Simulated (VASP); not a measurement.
# Ni (P6_3/mmc) in VASP: further runs

Runs on Ni. Level: revPBE. Tasks: single point.

All numbers are computed with VASP 6.6.1; they aren't measurements. Logs are shortened: lines on timing, memory, paths and dates and some standing lists are left out, and cuts for length are marked.

### Step 1. The cell of the first run

It takes space group P6_3/mmc (No. 194, hexagonal). Conventional cell: a = 2.571 Å, b = 2.571 Å, c = 8.414 Å, α = 90.00°, β = 90.00°, γ = 120.00°. Ni (site symmetry -3m) has 12 Ni at 2.57 Å within 3.4 Å. Within 3.4 Å of Ni (site symmetry -6m2) lie 12 Ni at 2.57 Å.

### Step 2. Single point, revPBE, collinear spin, ferromagnetic start (volume scaled by 1.08)

INCAR

```
PREC = Accurate
ENCUT = 520
EDIFF = 1E-6
ISMEAR = -1
SIGMA = 0.05
LREAL = F
LASPH = T
NELM = 150
ALGO = Normal
ISIF = 2
LWAVE = F
LCHARG = F
ISPIN = 2
MAGMOM = -0.696 -0.696 -0.705 -0.705
LORBIT = 11
LMAXMIX = 4
GGA = RE
NBANDS = 32
```

KPOINTS

```
Automatic mesh
0
Gamma
  16 16 5
```

POSCAR

```
Ni
1.0
    2.5706244572      0.0000000000      0.0000000000
   -1.2853122286      2.2262260835      0.0000000000
    0.0000000000      0.0000000000      8.4139811450
Ni
4
Direct
    0.0000000000      0.0000000000      1.0000000000
    0.0000000000      0.0000000000      0.5000000000
    0.3333333333      0.6666666667      0.2500000000
    0.6666666667      0.3333333333      0.7500000000
```

Potentials or basis: VASP PAW PBE potentials, release 64 (Ni).

Command:

```console
$ cat potpaw_PBE.64/Ni/POTCAR > POTCAR
$ mpirun -np 1 vasp_std > vasp.out
```

OUTCAR:

```text
PREC = Accurate
   ENCUT = 520
   EDIFF = 1E-6
   ISMEAR = -1
   LREAL = F
   LASPH = T
   NELM = 150
   ISIF = 2
   ISPIN = 2
   LORBIT = 11
   GGA = RE

 ion  position               nearest neighbor table
   1  0.000  0.000  0.000-   3 2.57   4 2.57   3 2.57   4 2.57   4 2.57   3 2.57
   2  0.000  0.000  0.500-   3 2.57   4 2.57   3 2.57   4 2.57   4 2.57   3 2.57
   3  0.333  0.667  0.250-   1 2.57   2 2.57   1 2.57   2 2.57   1 2.57   2 2.57
   4  0.667  0.333  0.750-   1 2.57   2 2.57   1 2.57   2 2.57   1 2.57   2 2.57

  LATTYP: Found a hexagonal cell.
 ALAT       =     2.5706244572
 C/A-ratio  =     3.2731273218

  Lattice vectors:

 A1 = (   2.5706244572,   0.0000000000,   0.0000000000)
 A2 = (  -1.2853122286,   2.2262260835,   0.0000000000)
 A3 = (   0.0000000000,   0.0000000000,   8.4139811450)

Analysis of symmetry for initial positions (statically):
=====================================================================
 Subroutine PRICEL returns:
 Original cell was already a primitive cell.

 Routine SETGRP: Setting up the symmetry group for a
 hexagonal supercell.

 Subroutine GETGRP returns: Found 24 space group operations
 (whereof 12 operations were pure point group operations)
 out of a pool of 24 trial point group operations.

The static configuration has the point symmetry D_3d.
 The point group associated with its full space group is D_6h.

Analysis of symmetry for dynamics (positions and initial velocities):
=====================================================================
 Subroutine PRICEL returns:
 Original cell was already a primitive cell.

 Routine SETGRP: Setting up the symmetry group for a
 hexagonal supercell.

 Subroutine GETGRP returns: Found 24 space group operations
 (whereof 12 operations were pure point group operations)
 out of a pool of 24 trial point group operations.

The dynamic configuration has the point symmetry D_3d.
 The point group associated with its full space group is D_6h.

Analysis of structural, dynamic, and magnetic symmetry:
=====================================================================
 Subroutine PRICEL returns:
 Original cell was already a primitive cell.

 Routine SETGRP: Setting up the symmetry group for a
 hexagonal supercell.

 Subroutine GETGRP returns: Found 24 space group operations
 (whereof 12 operations were pure point group operations)
 out of a pool of 24 trial point group operations.

The overall configuration has the point symmetry D_3d.
 The point group associated with its full space group is D_6h.

 Subroutine INISYM returns: Found 24 space group operations
 (whereof 12 operations are pure point group operations),
 and found     1 'primitive' translations

----------------------------------------------------------------------------------------

                                     Primitive cell

  volume of cell :      48.1515

  direct lattice vectors                    reciprocal lattice vectors
     2.570624457  0.000000000  0.000000000     0.389010537  0.224595338  0.000000000
    -1.285312229  2.226226083  0.000000000     0.000000000  0.449190676  0.000000000
     0.000000000  0.000000000  8.413981145     0.000000000  0.000000000  0.118849803

  length of vectors
     2.570624457  2.570624457  8.413981145     0.449190676  0.449190676  0.118849803

  position of ions in fractional coordinates (direct lattice)
     0.000000000  0.000000000  0.000000000
     0.000000000  0.000000000  0.500000000
     0.333333333  0.666666667  0.250000000
     0.666666667  0.333333333  0.750000000

  ion indices of the primitive-cell ions
   primitive index   ion index
                 1           1
                 2           2
                 3           3
                 4           4

----------------------------------------------------------------------------------------

 KPOINTS: Automatic mesh

Automatic generation of k-mesh.
 Grid dimensions read from file:
 generate k-points for:   16   16    5

 Generating k-lattice:

  Cartesian coordinates                     Fractional coordinates (reciprocal lattice)
     0.024313159  0.014037209  0.000000000     0.062500000  0.000000000  0.000000000
     0.000000000  0.028074417  0.000000000     0.000000000  0.062500000  0.000000000
     0.000000000  0.000000000  0.023769961     0.000000000  0.000000000  0.200000000

  Length of vectors
     0.028074417  0.028074417  0.023769961

  Shift w.r.t. Gamma in fractional coordinates (k-lattice)
     0.000000000  0.000000000  0.000000000

 Subroutine IBZKPT returns following result:
 ===========================================

 Found     90 irreducible k-points:

 Following reciprocal coordinates:
            Coordinates               Weight
  0.000000  0.000000  0.000000      1.000000
  0.062500  0.000000  0.000000      6.000000
  0.125000  0.000000  0.000000      6.000000
  0.187500  0.000000  0.000000      6.000000
  0.250000  0.000000  0.000000      6.000000
  0.312500 -0.000000  0.000000      6.000000
[... 16 lines left out ...]
  0.187500  0.187500  0.000000      6.000000
  0.250000  0.187500  0.000000     12.000000
 [... further k-points ...]
   k-points           NKPTS =     90   k-points in BZ     NKDIM =     90   number of bands    NBANDS=     32
   number of dos      NEDOS =    301   number of ions     NIONS =      4
   total plane-waves  NPLWV =  25600
   dimension x,y,z NGX =    20 NGY =   20 NGZ =   64
   dimension x,y,z NGXF=    40 NGYF=   40 NGZF=  128
   ions per type =               4
   NGX,Y,Z   is equivalent  to a cutoff of  12.93, 12.93, 12.65 a.u.
   NGXF,Y,Z  is equivalent  to a cutoff of  25.87, 25.87, 25.29 a.u.
 SYSTEM =  unknown system
   PREC   = accura    normal or accurate (medium, high low for compatibility)
   ISTART =      0    job   : 0-new  1-cont  2-samecut
   ICHARG =      2    charge: 1-file 2-atom 10-const
   ISPIN  =      2    spin polarized calculation?
   LNONCOLLINEAR =      F non collinear calculations
   LSORBIT =      F    spin-orbit coupling
   LASPH  =      T    aspherical Exc in radial PAW
   ENCUT  =  520.0 eV  38.22 Ry    6.18 a.u.   4.78  4.78 15.64*2*pi/ulx,y,z
   NELM   =    150;   NELMIN=  2; NELMDL= -5     # of ELM steps
   EDIFF  = 0.1E-05   stopping-criterion for ELM
   LREAL  =      F    real-space projection
   EDIFFG = 0.1E-04   stopping-criterion for IOM
   NSW    =      0    number of steps for IOM
   IBRION =     -1    ionic relax: 0-MD 1-quasi-New 2-CG
   NFREE  =      0    steps in history (QN), initial steepest desc. (CG)
   ISIF   =      2    stress and relaxation
   ISYM   =      2    0-nonsym 1-usesym 2-fastsym
   POTIM  = 0.5000    time-step for ionic-motion
   TEBEG  =    0.0;   TEEND  =   0.0 temperature during run
   PSTRESS=    0.0 pullay stress
   NELECT =      40.0000    total number of electrons
   NUPDOWN=      -1.0000    fix difference up-down
   EMIN   =  10.00;   EMAX   =-10.00  energy-range for DOS
   EFERMI =   0.00;   METHOD = LEGACY
   ISMEAR =    -1;   SIGMA  =   0.05  broadening in eV -4-tet -1-fermi 0-gaus
   EFERMI_NEDOS =   21; number of points for ismear=-14 and -15
   IALGO  =     38    algorithm
   IMIX   =      4    mixing-type and parameters
     AMIX     =   0.40;   BMIX     =  1.00
     AMIX_MAG =   1.60;   BMIX_MAG =  1.00
  volume/ion in A,a.u.               =      12.04        81.24
  Fermi-wavevector in a.u.,A,eV,Ry     =   1.538952  2.908197 32.223666  2.368373
  Thomas-Fermi vector in A             =   2.645248
   LORBIT       =     11    0 simple, 1 ext, 2 COOP (PROOUT), +10 PAW based schemes
   GGA     = RE    functional components
   LHFCALC =     F    Hartree Fock is set to
   AEXX    =    0.0000 exact exchange contribution
   IVDW    =     0    specifies the selected vdW correction
   LEPSILON=     F    determine dielectric tensor
   LRPA    =     F    only Hartree local field effects (RPA)
 spin polarized calculation
  energy-cutoff  :      520.00
  volume of cell :       48.15
 maximum number of plane-waves:      1320
 NGX is ok and might be reduce to    20
   NGX =  9   NGY =  9   NGZ = 31

 number of electron      39.9999980 magnetization      -2.6362166

 Free energy of the ion-electron system (eV)
  ---------------------------------------------------
  ext. energy  EPLUGINS =         0.00000000
  ---------------------------------------------------
  free energy    TOTEN  =       -20.09037930 eV

  energy without entropy =      -20.02050541  energy(sigma->0) =      -20.05544236

 E-fermi :   8.1526     XC(G=0): -12.5763

 val. band max:        8.1523170845   @ k =   0.3750   0.1250   0.4000
 cond. band min:       8.1533121909   @ k =   0.4375   0.0000   0.0000
 fundamental gap:      0.0009951063
 Fermi energy:         8.1526178306

 spin component 1

 k-point     1 :       0.0000    0.0000    0.0000
  band No.  band energies     occupation
      1      -0.2476      1.00000
      2       1.8627      1.00000
      3       1.8650      1.00000
      4       4.2593      1.00000
      5       6.3521      1.00000
      6       6.3552      1.00000
[... 24 lines left out ...]
     31      31.0704      0.00000
     32      31.0704      0.00000
[... 774 lines left out ...]
      2       4.5929      1.00000
      3       4.6207      1.00000
      4       5.3414      1.00000
      5       5.4732      1.00000
      6       5.6794      1.00000
[... 24 lines left out ...]
     31      20.4734      0.00000
     32      23.9937      0.00000

 [... further k-points ...]

 spin component 2

 k-point     1 :       0.0000    0.0000    0.0000
  band No.  band energies     occupation
      1      -0.1816      1.00000
      2       1.8994      1.00000
      3       1.9023      1.00000
      4       3.8102      1.00000
      5       5.6298      1.00000
      6       5.6961      1.00000
[... 24 lines left out ...]
     31      31.0000      0.00000
     32      31.0000      0.00000
[... 774 lines left out ...]
      2       4.3105      1.00000
      3       4.3141      1.00000
      4       4.8629      1.00000
      5       4.9084      1.00000
      6       5.1153      1.00000
[... 24 lines left out ...]
     31      20.3689      0.00000
     32      23.9594      0.00000

 [... further k-points ...]
[... 5 lines left out ...]
  --------------------------------------------------------------------------------------
  -------------------------------------------------------------------------------------
  Total       -3.4490262     -3.4490262     -3.4202121      0.0000000     -0.0000000      0.0000000
  in kB     -114.7618747   -114.7618747   -113.8031257      0.0000000     -0.0000000      0.0000000
  external PRESSURE =    -114.4422917 kB  Pullay stress =       0.0000000 kB

 VOLUME and BASIS-vectors are now :
 -----------------------------------------------------------------------------
  energy-cutoff  :      520.00
  volume of cell :       48.15
      direct lattice vectors                 reciprocal lattice vectors
     2.570624457  0.000000000  0.000000000     0.389010537  0.224595338  0.000000000
    -1.285312229  2.226226083  0.000000000     0.000000000  0.449190676  0.000000000
     0.000000000  0.000000000  8.413981145     0.000000000  0.000000000  0.118849803

 POSITION                                       TOTAL-FORCE (eV/Angst)
 -----------------------------------------------------------------------------------
      0.00000      0.00000      0.00000         0.000000      0.000000      0.000000
      0.00000      0.00000      4.20699         0.000000      0.000000      0.000000
     -0.00000      1.48415      2.10350         0.000000     -0.000000      0.000000
      1.28531      0.74208      6.31049        -0.000000      0.000000     -0.000000
 -----------------------------------------------------------------------------------
    total drift:                                0.000000     -0.000000      0.000000

  FREE ENERGIE OF THE ION-ELECTRON SYSTEM (eV)
  ---------------------------------------------------
  free  energy   TOTEN  =       -20.0903793044 eV

  energy  without entropy=      -20.0205054146  energy(sigma->0) =      -20.05544236

 total charge

# of ion       s       p       d       tot
------------------------------------------
    1        0.456   0.413   8.275   9.143
    2        0.456   0.413   8.275   9.143
    3        0.456   0.415   8.273   9.143
    4        0.456   0.415   8.273   9.143
--------------------------------------------------
tot          1.822   1.655  33.095  36.573

 magnetization (x)

# of ion       s       p       d       tot
------------------------------------------
    1        0.006   0.026  -0.709  -0.677
    2        0.006   0.026  -0.709  -0.677
    3        0.006   0.026  -0.719  -0.687
    4        0.006   0.026  -0.719  -0.687
--------------------------------------------------
tot          0.025   0.103  -2.855  -2.727
```

It took 7.3 min on 1 thread of Oxide Virtual Turin-like, shared host; peak memory 0.27 GiB.

Results:

* Free energy: -20.0904 eV
* Pressure: -11.4 GPa
* Net moment: -2.64 μB per cell
* Site moments: Ni -0.68, -0.69 μB
* Valence electrons inside the program's atomic spheres: Ni 9.14

Stress tensor (GPa, compression positive):
```
-11.48   0.00   0.00
  0.00 -11.48   0.00
  0.00   0.00 -11.38
```

Caveat: the PAW data sets were made with another functional, which shifts forces and pressure a little.

### Step 3. Single point, revPBE, collinear spin, ferromagnetic start (volume scaled by 1.12)

INCAR

```
SYSTEM = Ni
ALGO = Normal
EDIFF = 1E-6
ENCUT = 520
GGA = RE
ISIF = 2
ISMEAR = -1
ISPIN = 2
LASPH = .True.
LCHARG = .False.
LMAXMIX = 4
LORBIT = 11
LREAL = .False.
LWAVE = .False.
MAGMOM = -0.696 -0.696 -0.705 -0.705
NBANDS = 32
NELM = 150
PREC = Accurate
SIGMA = 0.05
```

KPOINTS

```
k-points
0
Gamma
  16 16 5
  0 0 0
```

POSCAR

```
Ni
1.0
    2.6019766258      0.0000000000      0.0000000000
   -1.3009883129      2.2533778580      0.0000000000
    0.0000000000      0.0000000000      8.5166007848
Ni
4
Direct
    0.0000000000      0.0000000000      1.0000000000
    0.0000000000      0.0000000000      0.5000000000
    0.3333333333      0.6666666667      0.2500000000
    0.6666666667      0.3333333333      0.7500000000
```

Potentials or basis: VASP PAW PBE potentials, release 64 (Ni).

Command:

```console
$ cat potpaw_PBE.64/Ni/POTCAR > POTCAR
$ mpirun -np 1 vasp_std > vasp.out
```

It took 5.4 min on 1 thread of Oxide Virtual Turin-like, shared host; peak memory 0.28 GiB.

Results (log left out):

| Quantity | Value |
| --- | --- |
| Free energy | -19.9403 eV |
| Pressure | -15.4 GPa |
| Net moment | -2.72 μB per cell |
| Site moments | Ni -0.70, -0.71 μB |
| Valence electrons inside the program's atomic spheres | Ni 9.09 |

Levels at points of the mesh, in eV from the Fermi level:
Spin up:
```
           k point  band 14  band 15  band 16  band 17  band 18  band 19  band 20  band 21  band 22  band 23
(0.00, 0.00, 0.00)    -1.15    -1.15    -0.71    -0.71    -0.45    -0.45    -0.23    -0.23    -0.18     0.08
(0.50, 0.00, 0.00)     0.05     0.14     0.15     0.19     0.25     0.27     0.30     0.39     1.30     2.29
```
Spin down:
```tsv
k point	band 19	band 20	band 21	band 22	band 23	band 24
(0.00, 0.00, 0.00)	-1.15	-0.98	-0.98	-0.72	-0.72	-0.08
(0.50, 0.00, 0.00)	-0.62	-0.61	0.33	1.34	1.93	2.47
```

Caveat: the PAW data sets were made with another functional, which shifts forces and pressure a little.
